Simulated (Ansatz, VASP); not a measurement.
**Two plane-wave programs on PbO2**

```
CELL_PARAMETERS angstrom
0.00000 2.79119 2.79119
2.79119 0.00000 2.79119
2.79119 2.79119 0.00000
ATOMIC_POSITIONS crystal
Pb 0.00000 0.00000 0.00000
O 0.25000 0.25000 0.25000
O 0.75000 0.75000 0.75000
```

Alike in both runs: task single point; functional PBE; k mesh 14 × 14 × 14; occupations gaussian, width 0.1 eV; no spin polarisation.

|  | VASP | Ansatz |
| --- | --- | --- |
| version | VASP 6.6.1 | Ansatz 0.2.0 |
| potentials or method | VASP PAW PBE potentials, release 64 (Pb_d, O), cutoff 520 eV | scalar-relativistic, plane waves, PAW |
| valence electrons in the cell | 26 | 26 |

VASP gave:

- gap on the k mesh at the Fermi level (eV): none
- pressure (GPa): -9.8

Problem. Which values does Ansatz return?

Solution. gap on the k mesh at the Fermi level (eV): none; pressure (GPa): -9.9.

A gap of «none» marks a metal or a gap that the smearing closes.

Neither program's run includes spin-orbit coupling.
